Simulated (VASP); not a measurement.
# SiGe2 (I4/mmm) in VASP: notebook, part 2 of 2

VASP 6.6.1.

### 4 Relaxation of cell and atoms, PBE

INCAR reads:

```
SYSTEM = SiGe2
ALGO     = Normal         ! electronic algorithm
EDIFF    = 1E-7           ! SCF threshold, eV
EDIFFG   = -0.04          ! ionic threshold
ENCUT    = 600            ! plane-wave cutoff, eV
GGA      = PE             ! functional
IBRION   = 2              ! ionic algorithm
ISIF     = 3              ! what is computed and relaxed
ISMEAR   = 0              ! smearing method
LASPH    = .TRUE.         ! aspherical terms in the spheres
LCHARG   = .FALSE.        ! write CHGCAR
LREAL    = .FALSE.        ! projectors in reciprocal space
LWAVE    = .FALSE.        ! write WAVECAR
NELM     = 80             ! most SCF steps
NSW      = 90             ! ionic steps
PREC     = Accurate       ! precision mode
SIGMA    = 0.1            ! smearing width, eV
```

KPOINTS reads:

```
k-points
0
G
  8 8 8
  0 0 0
```

POSCAR reads:

```
SiGe2
1.0
   -1.4687026200      1.4687026200      6.2311775000
    1.4687026200     -1.4687026200      6.2311775000
    1.4687026200      1.4687026200     -6.2311775000
Si Ge
1 2
Direct
    0.5000000000      0.5000000000      0.0000000000
    0.8333333300      0.8333333300      0.0000000000
    0.1666666700      0.1666666700      0.0000000000
```

Potentials or basis: VASP PAW PBE potentials, release 64 (Si, Ge_d).

Command:

```sh
$ cat potpaw_PBE.64/Si/POTCAR potpaw_PBE.64/Ge_d/POTCAR > POTCAR
$ mpirun -np 1 vasp_std > vasp.out
```

OUTCAR:

```text
SYSTEM = SiGe2
   EDIFF = 1E-7
   EDIFFG = -0.04
   ENCUT = 600
   GGA = PE
   IBRION = 2
   ISIF = 3
   ISMEAR = 0
   LASPH = .TRUE.
   LREAL = .FALSE.
   NELM = 80
   NSW = 90
   PREC = Accurate

 ion  position               nearest neighbor table
   1  0.500  0.500  0.000-   3 2.94   3 2.94   3 2.94   2 2.94   3 2.94   2 2.94   2 2.94   2 2.94

   2  0.833  0.833  0.000-   1 2.94   1 2.94   1 2.94   1 2.94
   3  0.167  0.167  0.000-   1 2.94   1 2.94   1 2.94   1 2.94

  LATTYP: Found a body centered tetragonal cell.
 ALAT       =     2.9374052400
 C/A-ratio  =     4.2426406920

  Lattice vectors:

 A1 = (  -1.4687026200,   1.4687026200,   6.2311775000)
 A2 = (   1.4687026200,  -1.4687026200,   6.2311775000)
 A3 = (   1.4687026200,   1.4687026200,  -6.2311775000)

Analysis of symmetry for initial positions (statically):
=====================================================================
 Subroutine PRICEL returns:
 Original cell was already a primitive cell.

 Routine SETGRP: Setting up the symmetry group for a
 body centered tetragonal supercell.

 Subroutine GETGRP returns: Found 16 space group operations
 (whereof 16 operations were pure point group operations)
 out of a pool of 16 trial point group operations.

The static configuration has the point symmetry D_4h.

Analysis of symmetry for dynamics (positions and initial velocities):
=====================================================================
 Subroutine PRICEL returns:
 Original cell was already a primitive cell.

 Routine SETGRP: Setting up the symmetry group for a
 body centered tetragonal supercell.

 Subroutine GETGRP returns: Found 16 space group operations
 (whereof 16 operations were pure point group operations)
 out of a pool of 16 trial point group operations.

The dynamic configuration has the point symmetry D_4h.

 Subroutine INISYM returns: Found 16 space group operations
[... 120 lines left out ...]
  volume/ion in A,a.u.               =      17.92       120.94
  Fermi-wavevector in a.u.,A,eV,Ry     =   1.377079  2.602302 25.801364  1.896347
  Thomas-Fermi vector in A             =   2.502265
   LORBIT       =      0    0 simple, 1 ext, 2 COOP (PROOUT), +10 PAW based schemes
   GGA     = PE    functional components
   LHFCALC =     F    Hartree Fock is set to
   AEXX    =    0.0000 exact exchange contribution
   IVDW    =     0    specifies the selected vdW correction
   LEPSILON=     F    determine dielectric tensor
   LRPA    =     F    only Hartree local field effects (RPA)
 conjugate gradient relaxation of ions
 non-spin polarized calculation
 Gauss-broadening in eV      SIGMA  =   0.10
  energy-cutoff  :      600.00
  volume of cell :       53.76
 maximum number of plane-waves:      1833
 NGX is ok and might be reduce to    54
   NGX = 27   NGY = 27   NGZ = 27

--------------------------------------- Ionic step        1  -------------------------------------------

 number of electron      32.0000009 magnetization

 Free energy of the ion-electron system (eV)
  ---------------------------------------------------
  ext. energy  EPLUGINS =         0.00000000
  ---------------------------------------------------
  free energy    TOTEN  =       -13.08796812 eV

  energy without entropy =      -13.08175117  energy(sigma->0) =      -13.08485965

------------------------ aborting loop because EDIFF is reached ----------------------------------------

  FORCE on cell =-STRESS in cart. coord.  units (eV):
  Direction    XX          YY          ZZ          XY          YZ          ZX
  --------------------------------------------------------------------------------------
  -------------------------------------------------------------------------------------
  Total        0.1825194      0.1825194      0.7710039      0.0000000      0.0000000      0.0000000
  in kB        5.4390332      5.4390332     22.9757285      0.0000000      0.0000000      0.0000000
  external PRESSURE =      11.2845983 kB  Pullay stress =       0.0000000 kB
[... 135 lines left out ...]
--------------------------------------- Ionic step        5  -------------------------------------------

 number of electron      32.0000005 magnetization

 Free energy of the ion-electron system (eV)
  ---------------------------------------------------
  ext. energy  EPLUGINS =         0.00000000
  ---------------------------------------------------
  free energy    TOTEN  =       -13.14591207 eV

  energy without entropy =      -13.14055330  energy(sigma->0) =      -13.14323268

 E-fermi :   7.2572     XC(G=0): -11.0670

 val. band max:        7.2458518808   @ k =   0.2500   0.2500   0.0000
 cond. band min:       7.2592336268   @ k =   0.2500   0.1250   0.0000
 fundamental gap:      0.0133817459
 Fermi energy:         7.2571634333

 k-point     1 :       0.0000    0.0000    0.0000
  band No.  band energies     occupation
      1     -17.5422      2.00000
      2     -17.5263      2.00000
      3     -17.4900      2.00000
      4     -17.4754      2.00000
      5     -17.4479      2.00000
      6     -17.4479      2.00000
[... 541 lines left out ...]
     19       9.3205      0.00000
     20      10.2730      0.00000

 [... further k-points ...]
[... 5 lines left out ...]
  --------------------------------------------------------------------------------------
  -------------------------------------------------------------------------------------
  Total        0.0479465      0.0479465     -0.1001302      0.0000000      0.0000000      0.0000000
  in kB        1.4053185      1.4053185     -2.9348287      0.0000000      0.0000000      0.0000000
  external PRESSURE =      -0.0413972 kB  Pullay stress =       0.0000000 kB
[... 18 lines left out ...]
  FREE ENERGIE OF THE ION-ELECTRON SYSTEM (eV)
  ---------------------------------------------------
  free  energy   TOTEN  =       -13.1459120656 eV

  energy  without entropy=      -13.1405532968  energy(sigma->0) =      -13.14323268

 reached required accuracy - stopping structural energy minimisation
```

It took 16 min on 1 thread of Intel Xeon Platinum 8259CL at 2.50GHz (Skylake/Cascade Lake), shared host; peak memory 0.45 GiB.

What came out:

| Quantity | Value |
| --- | --- |
| Free energy | -13.1459 eV |
| Relaxed volume | 18.22 Å³/atom |
| Relaxed cell | a = 6.754 Å, b = 6.754 Å, c = 6.754 Å, α = 155.07°, β = 155.07°, γ = 35.55° |
| Space group after relaxing (to 0.1 Å) | I4/mmm (No. 139) |
| Energy gained by relaxing | 19.3 meV/atom |
| Ionic steps | 5 |
| Pressure after relaxing | 0.0 GPa |
| Largest force after relaxing | 0.030 eV/Å |
| Band gap on the k mesh | zero (bands 16 and 17 overlap by 5.77 eV) |

Forces in eV/Å, atoms in the order of the input:
```
Si   0.000  0.000  0.000
Ge   0.000  0.000  0.030
Ge   0.000  0.000 -0.030
```

Stress tensor (GPa, compression positive):
```
 0.14  0.00  0.00
 0.00  0.14  0.00
 0.00  0.00 -0.29
```

Step by step:
```csv
step,energy change (eV),largest force (eV/Å),pressure (GPa),volume (Å³)
1,0.0000,0.4789,1.13,53.76
2,-0.0253,0.3496,-0.27,54.75
3,-0.0375,0.2298,-1.84,56.07
4,-0.0544,0.1163,-0.78,55.23
5,-0.0579,0.0303,0.00,54.66
```

Final structure:
```
CELL_PARAMETERS angstrom
-1.45771 1.45771 6.43119
1.45771 -1.45771 6.43119
1.45771 1.45771 -6.43119
ATOMIC_POSITIONS crystal
Si 0.50000 0.50000 0.00000
Ge 0.84097 0.84097 0.00000
Ge 0.15903 0.15903 0.00000
```

### 5 The runs side by side

```csv
task,cell,cutoff (eV),gap on the mesh (eV),pressure (GPa),largest force (eV/Å)
single point,"a = 6.568 Å, angles 154.2, 154.2, 36.9°, 3 atoms, atomic positions A",520,none,1.1,0.48
single point,"a = 6.721 Å, angles 154.9, 154.9, 35.9°, 3 atoms, atomic positions B",520,none,-0.1,0.01
relaxation of cell and atoms,"relaxed from a = 6.568 Å, angles 154.2, 154.2, 36.9°, 3 atoms, atomic positions A",600,none,0.0,0.03
```

Alike in all rows: level PBE; potentials or basis VASP PAW PBE potentials, release 64 (Si, Ge_d); no spin polarisation; k mesh 8 × 8 × 8; smearing gaussian 0.1 eV.

Total energies depend on the potentials used, so only differences within one code and one set of settings carry meaning.
